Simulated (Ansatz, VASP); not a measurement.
# GaAs: VASP beside Ansatz

```xyz
2
Lattice="0.0000 2.8823 2.8823 2.8823 0.0000 2.8823 2.8823 2.8823 0.0000" Properties=species:S:1:pos:R:3 pbc="T T T"
Ga    0.0000    0.0000    0.0000
As    4.3234    4.3234    4.3234
```

Change from the starting cell: volume scaled by 1.06.

Alike in both runs: task single point; functional LDA; k mesh 10 × 10 × 10; occupations fermi-dirac, width 0.08 eV; no spin polarisation.

|  | VASP | Ansatz |
| --- | --- | --- |
| version | VASP 6.6.1 | Ansatz 0.2.0 |
| potentials or method | VASP PAW LDA potentials, release 64 (Ga_d, As), cutoff 520 eV | all-electron LAPW, scalar-relativistic |

|  | VASP | Ansatz | Ansatz less VASP |
| --- | --- | --- | --- |
| pressure (GPa) | -4.9 | -5.1 | -0.18 |

LDA's correlation is that of Perdew and Zunger in VASP and of Perdew and Wang (1992) in Ansatz. Ansatz ran all-electron here, and VASP with PAW potentials.
